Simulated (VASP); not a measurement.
# TaN (P-6m2) in VASP: notebook

The runs below take TaN through single point, with PBEsol.

Everything below comes from runs of VASP 6.6.1. Logs are shortened: lines on timing, memory, paths and dates and some standing lists are left out, and cuts for length are marked.

### 1 The cell of the first run

It takes space group P-6m2 (No. 187, hexagonal). The conventional cell has a = 2.962 Å, b = 2.962 Å, c = 2.908 Å, α = 90.00°, β = 90.00°, γ = 120.00°. Within 3.0 Å of Ta (site symmetry -6m2) lie 6 N at 2.25 Å and 8 Ta at 2.91 to 2.96 Å. Within 3.0 Å of N (site symmetry -6m2) lie 6 Ta at 2.25 Å and 8 N at 2.91 to 2.96 Å.

### 2 Single point, PBEsol (volume 11.053 Å^3 an atom, c/a of the conventional cell 0.9818)

INCAR reads:

```
  ALGO = Normal
  EDIFF = 1E-7
  ENCUT = 520
  GGA = PS
  ISIF = 2
  ISMEAR = 0
  LASPH = T
  LCHARG = F
  LREAL = F
  LWAVE = F
  NBANDS = 15
  NELM = 80
  PREC = Accurate
  SIGMA = 0.15
```

KPOINTS reads:

```
k-points
0
Gamma
  21 21 18
```

POSCAR reads:

```
TaN
1.0
    2.9624836865      0.0000000000      0.0000000000
   -1.4812418432      2.5655861308      0.0000000000
    0.0000000000      0.0000000000      2.9084901610
Ta N
1 1
Direct
    0.3333333333      0.6666666667      0.5000000000
    0.0000000000      0.0000000000      0.0000000000
```

Potentials or basis: VASP PAW PBE potentials, release 64 (Ta_pv, N).

Command:

```console
cat potpaw_PBE.64/Ta_pv/POTCAR potpaw_PBE.64/N/POTCAR > POTCAR
mpirun -np 1 vasp_std > vasp.out
```

OUTCAR:

```text
EDIFF = 1E-7
   ENCUT = 520
   GGA = PS
   ISIF = 2
   ISMEAR = 0
   LASPH = T
   LREAL = F
   NELM = 80
   PREC = Accurate

 ion  position               nearest neighbor table
   1  0.333  0.667  0.500-   2 2.25   2 2.25   2 2.25   2 2.25   2 2.25   2 2.25
   2  0.000  0.000  0.000-   1 2.25   1 2.25   1 2.25   1 2.25   1 2.25   1 2.25

  LATTYP: Found a hexagonal cell.
 ALAT       =     2.9624836865
 C/A-ratio  =     0.9817742370

  Lattice vectors:

 A1 = (   2.9624836865,   0.0000000000,   0.0000000000)
 A2 = (  -1.4812418432,   2.5655861308,   0.0000000000)
 A3 = (   0.0000000000,   0.0000000000,   2.9084901610)

Analysis of symmetry for initial positions (statically):
=====================================================================
 Subroutine PRICEL returns:
 Original cell was already a primitive cell.

 Routine SETGRP: Setting up the symmetry group for a
 hexagonal supercell.

 Subroutine GETGRP returns: Found 12 space group operations
 (whereof 12 operations were pure point group operations)
 out of a pool of 24 trial point group operations.

The static configuration has the point symmetry D_3h.

Analysis of symmetry for dynamics (positions and initial velocities):
=====================================================================
 Subroutine PRICEL returns:
 Original cell was already a primitive cell.

 Routine SETGRP: Setting up the symmetry group for a
 hexagonal supercell.

 Subroutine GETGRP returns: Found 12 space group operations
 (whereof 12 operations were pure point group operations)
 out of a pool of 24 trial point group operations.

The dynamic configuration has the point symmetry D_3h.

 Subroutine INISYM returns: Found 12 space group operations
 (whereof 12 operations are pure point group operations),
 and found     1 'primitive' translations

----------------------------------------------------------------------------------------

                                     Primitive cell

  volume of cell :      22.1060

  direct lattice vectors                    reciprocal lattice vectors
     2.962483687  0.000000000  0.000000000     0.337554601  0.194887240  0.000000000
    -1.481241843  2.565586131  0.000000000     0.000000000  0.389774480  0.000000000
     0.000000000  0.000000000  2.908490161     0.000000000  0.000000000  0.343821001

  length of vectors
     2.962483687  2.962483686  2.908490161     0.389774480  0.389774480  0.343821001

  position of ions in fractional coordinates (direct lattice)
     0.333333333  0.666666667  0.500000000
     0.000000000  0.000000000  0.000000000

  ion indices of the primitive-cell ions
   primitive index   ion index
                 1           1
                 2           2

----------------------------------------------------------------------------------------

 KPOINTS: k-points

Automatic generation of k-mesh.
 Grid dimensions read from file:
 generate k-points for:   21   21   18

 Generating k-lattice:

  Cartesian coordinates                     Fractional coordinates (reciprocal lattice)
     0.016074029  0.009280345  0.000000000     0.047619048  0.000000000  0.000000000
     0.000000000  0.018560690  0.000000000     0.000000000  0.047619048  0.000000000
     0.000000000  0.000000000  0.019101167     0.000000000  0.000000000  0.055555556

  Length of vectors
     0.018560690  0.018560690  0.019101167

  Shift w.r.t. Gamma in fractional coordinates (k-lattice)
     0.000000000  0.000000000  0.000000000

 Subroutine IBZKPT returns following result:
 ===========================================

 Found    480 irreducible k-points:

 Following reciprocal coordinates:
            Coordinates               Weight
  0.000000  0.000000  0.000000      1.000000
  0.047619  0.000000  0.000000      6.000000
  0.095238 -0.000000  0.000000      6.000000
  0.142857  0.000000  0.000000      6.000000
  0.190476 -0.000000  0.000000      6.000000
  0.238095 -0.000000  0.000000      6.000000
[... 16 lines left out ...]
  0.142857  0.095238  0.000000     12.000000
  0.190476  0.095238  0.000000     12.000000
 [... further k-points ...]
   k-points           NKPTS =    480   k-points in BZ     NKDIM =    480   number of bands    NBANDS=     15
   number of dos      NEDOS =    301   number of ions     NIONS =      2
   total plane-waves  NPLWV =  13824
   dimension x,y,z NGX =    24 NGY =   24 NGZ =   24
   dimension x,y,z NGXF=    48 NGYF=   48 NGZF=   48
   ions per type =               1   1
   NGX,Y,Z   is equivalent  to a cutoff of  13.47, 13.47, 13.72 a.u.
   NGXF,Y,Z  is equivalent  to a cutoff of  26.94, 26.94, 27.44 a.u.
 SYSTEM =  unknown system
   PREC   = accura    normal or accurate (medium, high low for compatibility)
   ISTART =      0    job   : 0-new  1-cont  2-samecut
   ICHARG =      2    charge: 1-file 2-atom 10-const
   ISPIN  =      1    spin polarized calculation?
   LNONCOLLINEAR =      F non collinear calculations
   LSORBIT =      F    spin-orbit coupling
   LASPH  =      T    aspherical Exc in radial PAW
   ENCUT  =  520.0 eV  38.22 Ry    6.18 a.u.   5.51  5.51  5.41*2*pi/ulx,y,z
   NELM   =     80;   NELMIN=  2; NELMDL= -5     # of ELM steps
   EDIFF  = 0.1E-06   stopping-criterion for ELM
   LREAL  =      F    real-space projection
   EDIFFG = 0.1E-05   stopping-criterion for IOM
   NSW    =      0    number of steps for IOM
   IBRION =     -1    ionic relax: 0-MD 1-quasi-New 2-CG
   NFREE  =      0    steps in history (QN), initial steepest desc. (CG)
   ISIF   =      2    stress and relaxation
   ISYM   =      2    0-nonsym 1-usesym 2-fastsym
   POTIM  = 0.5000    time-step for ionic-motion
   TEBEG  =    0.0;   TEEND  =   0.0 temperature during run
   PSTRESS=    0.0 pullay stress
   NELECT =      16.0000    total number of electrons
   NUPDOWN=      -1.0000    fix difference up-down
   EMIN   =  10.00;   EMAX   =-10.00  energy-range for DOS
   EFERMI =   0.00;   METHOD = LEGACY
   ISMEAR =     0;   SIGMA  =   0.15  broadening in eV -4-tet -1-fermi 0-gaus
   EFERMI_NEDOS =   21; number of points for ismear=-14 and -15
   IALGO  =     38    algorithm
   IMIX   =      4    mixing-type and parameters
     AMIX     =   0.40;   BMIX     =  1.00
     AMIX_MAG =   1.60;   BMIX_MAG =  1.00
  volume/ion in A,a.u.               =      11.05        74.59
  Fermi-wavevector in a.u.,A,eV,Ry     =   1.469867  2.777646 29.395518  2.160510
  Thomas-Fermi vector in A             =   2.585193
   LORBIT       =      0    0 simple, 1 ext, 2 COOP (PROOUT), +10 PAW based schemes
   GGA     = PS    functional components
   LHFCALC =     F    Hartree Fock is set to
   AEXX    =    0.0000 exact exchange contribution
   IVDW    =     0    specifies the selected vdW correction
   LEPSILON=     F    determine dielectric tensor
   LRPA    =     F    only Hartree local field effects (RPA)
 non-spin polarized calculation
 Gauss-broadening in eV      SIGMA  =   0.15
  energy-cutoff  :      520.00
  volume of cell :       22.11
 maximum number of plane-waves:       617
 NGX is ok and might be reduce to    24
   NGX = 11   NGY = 11   NGZ = 11

 number of electron      16.0000001 magnetization

 Free energy of the ion-electron system (eV)
  ---------------------------------------------------
  ext. energy  EPLUGINS =         0.00000000
  ---------------------------------------------------
  free energy    TOTEN  =       -23.77448958 eV

  energy without entropy =      -23.77370201  energy(sigma->0) =      -23.77409579

 E-fermi :   7.8057     XC(G=0): -13.3671

 val. band max:        7.7511063406   @ k =   0.0000   0.0000   0.4444
 cond. band min:       7.8073814237   @ k =   0.0476   0.0000   0.5000
 fundamental gap:      0.0562750832
 Fermi energy:         7.8057309067

 k-point     1 :       0.0000    0.0000    0.0000
  band No.  band energies     occupation
      1     -27.0266      2.00000
      2     -26.7712      2.00000
      3     -26.7712      2.00000
      4      -9.7134      2.00000
      5       3.3813      2.00000
      6       3.3813      2.00000
      7       3.7173      2.00000
      8       4.9485      2.00000
      9       9.8567      0.00000
     10      11.3073      0.00000
     11      11.3073      0.00000
     12      11.6619      0.00000
     13      11.6619      0.00000
     14      20.6661      0.00000
     15      21.1524      0.00000

 k-point     2 :       0.0476    0.0000    0.0000
  band No.  band energies     occupation
      1     -27.0238      2.00000
      2     -26.7941      2.00000
      3     -26.7761      2.00000
      4      -9.6675      2.00000
      5       3.2252      2.00000
      6       3.4162      2.00000
      7       3.7904      2.00000
      8       4.8808      2.00000
      9      10.0322      0.00000
     10      11.2078      0.00000
     11      11.3137      0.00000
     12      11.6382      0.00000
     13      11.7264      0.00000
     14      20.6613      0.00000
     15      21.1498      0.00000

 k-point     3 :       0.0952   -0.0000    0.0000
  band No.  band energies     occupation
      1     -27.0154      2.00000
      2     -26.8601      2.00000
      3     -26.7903      2.00000
      4      -9.5335      2.00000
      5       2.8409      2.00000
      6       3.5170      2.00000
      7       3.9671      2.00000
      8       4.6922      2.00000
      9      10.4739      0.00000
     10      10.9701      0.00000
     11      11.3376      0.00000
     12      11.5701      0.00000
     13      11.9011      0.00000
     14      20.6443      0.00000
     15      21.1431      0.00000

 k-point     4 :       0.1429    0.0000    0.0000
  band No.  band energies     occupation
      1     -27.0022      2.00000
      2     -26.9622      2.00000
      3     -26.8125      2.00000
      4      -9.3218      2.00000
      5       2.3331      2.00000
      6       3.6722      2.00000
      7       4.2174      2.00000
      8       4.4180      2.00000
      9      10.4788      0.00000
     10      11.2599      0.00000
     11      11.3920      0.00000
     12      11.4655      0.00000
     13      12.1393      0.00000
     14      20.6246      0.00000
     15      21.1360      0.00000
[... 307 lines left out ...]
 k-point    22 :       0.0952    0.0952    0.0000
  band No.  band energies     occupation
      1     -27.0133      2.00000
      2     -26.9948      2.00000
      3     -26.8310      2.00000
      4      -9.2007      2.00000
      5       2.1005      2.00000
      6       3.7244      2.00000
      7       4.2754      2.00000
      8       4.3573      2.00000
      9      10.2846      0.00000
     10      11.3318      0.00000
     11      11.4523      0.00000
     12      11.6021      0.00000
     13      12.3362      0.00000
     14      20.6390      0.00000
     15      21.1347      0.00000

 k-point    23 :       0.1429    0.0952    0.0000
  band No.  band energies     occupation
      1     -27.1277      2.00000
      2     -26.9787      2.00000
      3     -26.8646      2.00000
      4      -8.9371      2.00000
      5       1.6281      2.00000
      6       3.8578      2.00000
      7       3.9868      2.00000
      8       4.6337      2.00000
      9       9.9353      0.00000
     10      11.1322      0.00000
     11      11.6297      0.00000
     12      12.2635      0.00000
     13      12.6353      0.00000
     14      20.6850      0.00000
     15      21.1341      0.00000

 k-point    24 :       0.1905    0.0952    0.0000
  band No.  band energies     occupation
      1     -27.2534      2.00000
      2     -26.9605      2.00000
      3     -26.9025      2.00000
      4      -8.6338      2.00000
      5       1.1607      2.00000
      6       3.6897      2.00000
      7       3.9679      2.00000
      8       4.9126      2.00000
      9       9.6729      0.00000
     10      10.9113      0.00000
     11      11.8733      0.00000
     12      12.9188      0.00000
     13      12.9481      0.00000
     14      20.7894      0.00000
     15      21.1418      0.00000

 [... further k-points ...]
[... 5 lines left out ...]
  --------------------------------------------------------------------------------------
  -------------------------------------------------------------------------------------
  Total       -1.6532994     -1.6532994     -1.8366012     -0.0000000      0.0000000      0.0000000
  in kB     -119.8262353   -119.8262353   -133.1114120     -0.0000000      0.0000000      0.0000000
  external PRESSURE =    -124.2546275 kB  Pullay stress =       0.0000000 kB

 VOLUME and BASIS-vectors are now :
 -----------------------------------------------------------------------------
  energy-cutoff  :      520.00
  volume of cell :       22.11
      direct lattice vectors                 reciprocal lattice vectors
     2.962483687  0.000000000  0.000000000     0.337554601  0.194887240  0.000000000
    -1.481241843  2.565586131  0.000000000     0.000000000  0.389774480  0.000000000
     0.000000000  0.000000000  2.908490161     0.000000000  0.000000000  0.343821001

 POSITION                                       TOTAL-FORCE (eV/Angst)
 -----------------------------------------------------------------------------------
     -0.00000      1.71039      1.45425        -0.000000      0.000000      0.000000
      0.00000      0.00000      0.00000         0.000000     -0.000000      0.000000
 -----------------------------------------------------------------------------------
    total drift:                                0.000000     -0.000000     -0.000000

  FREE ENERGIE OF THE ION-ELECTRON SYSTEM (eV)
  ---------------------------------------------------
  free  energy   TOTEN  =       -23.7744895787 eV

  energy  without entropy=      -23.7737020080  energy(sigma->0) =      -23.77409579
```

Wall time 85 s (1 thread of Intel Xeon 6975P-C (Granite Rapids), shared host); peak memory 0.27 GiB.

Results:

- Free energy: -23.7745 eV
- Pressure: -12.4 GPa
- Band gap on the k mesh: zero (band 8 reaches 8.03 eV, above the bottom of band 9 at 7.73 eV)

Stress tensor (GPa, compression positive):
```
-11.98   0.00   0.00
  0.00 -11.98   0.00
  0.00   0.00 -13.31
```

Levels at points of the mesh, in eV from the Fermi level:
```tsv
k point	band 5	band 6	band 7	band 8	band 9	band 10	band 11	band 12
(0.00, 0.00, 0.00)	-4.42	-4.42	-4.09	-2.86	2.05	3.50	3.50	3.86
(0.00, 0.00, 0.50)	-9.20	-3.63	-3.63	-0.08	-0.08	2.38	3.25	3.25
```

Caveat: the PAW data sets were made with another functional, which shifts forces and pressure a little; spin-orbit coupling is left out, which moves the levels of the heavy elements.

### 3 Single point, PBEsol (volume 11.053 Å^3 an atom, c/a of the conventional cell 0.9061)

INCAR reads:

```
PREC = Accurate
ENCUT = 520
EDIFF = 1E-6
ISMEAR = 0
SIGMA = 0.15
LREAL = False
LASPH = True
NELM = 80
ALGO = Normal
ISIF = 2
LWAVE = False
LCHARG = True
GGA = PS
LELF = True
LVHAR = True
NBANDS = 15
```

KPOINTS reads:

```
regular mesh
0
Gamma
  21 21 18
```

POSCAR reads:

```
TaN
1.0
    3.0427607202      0.0000000000      0.0000000000
   -1.5213803601      2.6351080813      0.0000000000
    0.0000000000      0.0000000000      2.7570454886
Ta N
1 1
Direct
    0.3333333333      0.6666666667      0.5000000000
    0.0000000000      0.0000000000      0.0000000000
```

Potentials or basis: VASP PAW PBE potentials, release 64 (Ta_pv, N).

Command:

```console
cat potpaw_PBE.64/Ta_pv/POTCAR potpaw_PBE.64/N/POTCAR > POTCAR
mpirun -np 1 vasp_std > vasp.out
```

OUTCAR:

```text
PREC = Accurate
   ENCUT = 520
   EDIFF = 1E-6
   ISMEAR = 0
   LREAL = False
   LASPH = True
   NELM = 80
   ISIF = 2
   GGA = PS

 ion  position               nearest neighbor table
   1  0.333  0.667  0.500-   2 2.23   2 2.23   2 2.23   2 2.23   2 2.23   2 2.23
   2  0.000  0.000  0.000-   1 2.23   1 2.23   1 2.23   1 2.23   1 2.23   1 2.23

  LATTYP: Found a hexagonal cell.
 ALAT       =     3.0427607202
 C/A-ratio  =     0.9061000000

  Lattice vectors:

 A1 = (   3.0427607202,   0.0000000000,   0.0000000000)
[... 609 lines left out ...]
      9      10.1027      0.00000
     10      11.3349      0.00000
     11      11.8979      0.00000
     12      12.6146      0.00000
     13      13.1450      0.00000
     14      20.7359      0.00000
     15      21.1995      0.00000

 [... further k-points ...]
[... 5 lines left out ...]
  --------------------------------------------------------------------------------------
  -------------------------------------------------------------------------------------
  Total       -3.4779702     -3.4779702      3.2823387      0.0000000      0.0000000      0.0000000
  in kB     -252.0729704   -252.0729704    237.8941769      0.0000000      0.0000000      0.0000000
  external PRESSURE =     -88.7505879 kB  Pullay stress =       0.0000000 kB

 VOLUME and BASIS-vectors are now :
 -----------------------------------------------------------------------------
  energy-cutoff  :      520.00
  volume of cell :       22.11
      direct lattice vectors                 reciprocal lattice vectors
     3.042760720  0.000000000  0.000000000     0.328648912  0.189745538  0.000000000
    -1.521380360  2.635108081  0.000000000     0.000000000  0.379491076  0.000000000
     0.000000000  0.000000000  2.757045489     0.000000000  0.000000000  0.362707110

 POSITION                                       TOTAL-FORCE (eV/Angst)
 -----------------------------------------------------------------------------------
     -0.00000      1.75674      1.37852         0.000000      0.000000      0.000000
      0.00000      0.00000      0.00000        -0.000000     -0.000000      0.000000
 -----------------------------------------------------------------------------------
    total drift:                                0.000000     -0.000000     -0.000000

  FREE ENERGIE OF THE ION-ELECTRON SYSTEM (eV)
  ---------------------------------------------------
  free  energy   TOTEN  =       -23.6012816622 eV

  energy  without entropy=      -23.6000706737  energy(sigma->0) =      -23.60067617
```

OSZICAR:

```text
N       E                     dE             d eps       ncg     rms          rms(c)
DAV:   1     0.905474267778E+02    0.90547E+02   -0.87515E+03 14416   0.113E+03
DAV:   2    -0.230113410881E+02   -0.11356E+03   -0.10668E+03 17522   0.304E+02
DAV:   3    -0.259348818935E+02   -0.29235E+01   -0.29082E+01 16395   0.453E+01
DAV:   4    -0.259474060006E+02   -0.12524E-01   -0.12521E-01 18922   0.322E+00
DAV:   5    -0.259474868304E+02   -0.80830E-04   -0.80827E-04 16402   0.239E-01    0.230E+01
DAV:   6    -0.237241295975E+02    0.22234E+01   -0.35365E+00 18166   0.224E+01    0.982E+00
DAV:   7    -0.236369469062E+02    0.87183E-01   -0.42575E-01 17431   0.570E+00    0.678E+00
DAV:   8    -0.236081903120E+02    0.28757E-01   -0.16823E-01 16570   0.335E+00    0.147E+00
DAV:   9    -0.236014254055E+02    0.67649E-02   -0.15222E-02 16451   0.100E+00    0.210E-01
DAV:  10    -0.236013275931E+02    0.97812E-04   -0.91012E-04 17760   0.346E-01    0.937E-02
DAV:  11    -0.236012813749E+02    0.46218E-04   -0.71884E-05 16724   0.886E-02    0.102E-02
DAV:  12    -0.236012816622E+02   -0.28729E-06   -0.70406E-06 16437   0.250E-02
   1 F= -.23601282E+02 E0= -.23600676E+02  d E =-.121099E-02
```

stdout:

```text
POSCAR found type information on POSCAR TaN
 POSCAR found :  2 types and       2 ions
 scaLAPACK will be used
 -----------------------------------------------------------------------------
|                                                                             |
|                                                                             |
|     You enforced a specific xc type in the INCAR file but a different       |
|     I HOPE YOU KNOW WHAT YOU ARE DOING!                                     |
|                                                                             |
 -----------------------------------------------------------------------------

 LDA part: xc-table for (Slater+PW92), standard interpolation
 POSCAR, INCAR and KPOINTS ok, starting setup
 FFT: planning ... GRIDC
 FFT: planning ... GRID_SOFT
 FFT: planning ... GRID
 WAVECAR not read
 entering main loop
```

Wall time 82 s (1 thread of Intel Xeon 6975P-C (Granite Rapids), shared host); peak memory 0.27 GiB.

What came out:

```
Free energy            : -23.6013 eV
Pressure               : -8.9 GPa
Band gap on the k mesh : zero (band 8 reaches 8.24 eV, above the bottom of band 9 at 7.81 eV)
```

Caveat: the PAW data sets were made with another functional, which shifts forces and pressure a little; spin-orbit coupling is left out, which moves the levels of the heavy elements.
